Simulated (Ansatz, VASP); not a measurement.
One calculation of ZnO, two programs

Contents of INCAR:

```
SYSTEM = ZnO
ALGO     = Normal         ! electronic algorithm
EDIFF    = 1E-7           ! SCF threshold, eV
ENCUT    = 520            ! plane-wave cutoff, eV
ISIF     = 2              ! what is computed and relaxed
ISMEAR   = 0              ! smearing method
LASPH    = .TRUE.         ! aspherical terms in the spheres
LCHARG   = .TRUE.         ! write CHGCAR
LELF     = .TRUE.         ! ELF
LREAL    = .FALSE.        ! projectors in reciprocal space
LVHAR    = .TRUE.       
LWAVE    = .FALSE.        ! write WAVECAR
NBANDS   = 26             ! bands
NELM     = 60             ! most SCF steps
PREC     = Accurate       ! precision mode
SIGMA    = 0.05           ! smearing width, eV
```

KPOINTS

```
k-points
0
G
  12 12 6
  0 0 0
```

Contents of POSCAR:

```
ZnO
1.0
    3.2770068899      0.0000000000      0.0000000000
   -1.6385034449      2.8379712150      0.0000000000
    0.0000000000      0.0000000000      4.8745477487
Zn O
2 2
Direct
    0.3333333333      0.6666666667      0.0018514197
    0.6666666667      0.3333333333      0.5018514197
    0.3333333333      0.6666666667      0.3576412361
    0.6666666667      0.3333333333      0.8576412361
```

Input for Ansatz:

```yaml
crystal:
  lattice:
    - [3.2770068899, 0.0, 0.0]
    - [-1.6385034449, 2.837971215, 0.0]
    - [0.0, 0.0, 4.8745477487]
  atoms:
    - { symbol: Zn, position: [0.3333333333, 0.6666666667, 0.0018514197] }
    - { symbol: Zn, position: [0.6666666667, 0.3333333333, 0.5018514197] }
    - { symbol: O, position: [0.3333333333, 0.6666666667, 0.3576412361] }
    - { symbol: O, position: [0.6666666667, 0.3333333333, 0.8576412361] }
basis:
  ecutwfc: 520.0
kpoints:
  mp_grid: { grid: [12, 12, 6] }
hamiltonian:
  xc: lda
  pseudopotentials: { kind: paw, azcp: { folder: soft_1 } }
scf:
  occupations: { method: gaussian, width: 0.05 }
output:
  forces: true
  stress: true
  eigenvalues: true
```

Alike in both runs: task single point; functional LDA; k mesh 12 × 12 × 6; occupations gaussian, width 0.05 eV; no spin polarisation.

|  | VASP | Ansatz |
| --- | --- | --- |
| version | VASP 6.6.1 | Ansatz 0.2.0 |
| potentials or method | VASP PAW LDA potentials, release 64 (Zn, O), cutoff 520 eV | scalar-relativistic, plane waves, PAW |
| valence electrons in the cell | 36 | 36 |

```csv
,VASP,Ansatz,Ansatz less VASP
gap on the k mesh at the Fermi level (eV),0.80,0.79,-0.012
least direct gap on the mesh (eV),0.80,0.79,-0.012
pressure (GPa),9.1,7.6,-1.52
"traceless stress, the component that is largest in VASP (GPa)",33.70,32.16,-1.536
rms of the force components (eV/Å),1.909,1.813,-0.0955
```

Ansatz warns that its potentials were made for another functional, while VASP's fit it. LDA's correlation is that of Perdew and Zunger in VASP and of Perdew and Wang (1992) in Ansatz. Atom by atom the forces differ by 0.095 eV/Å (rms over components).
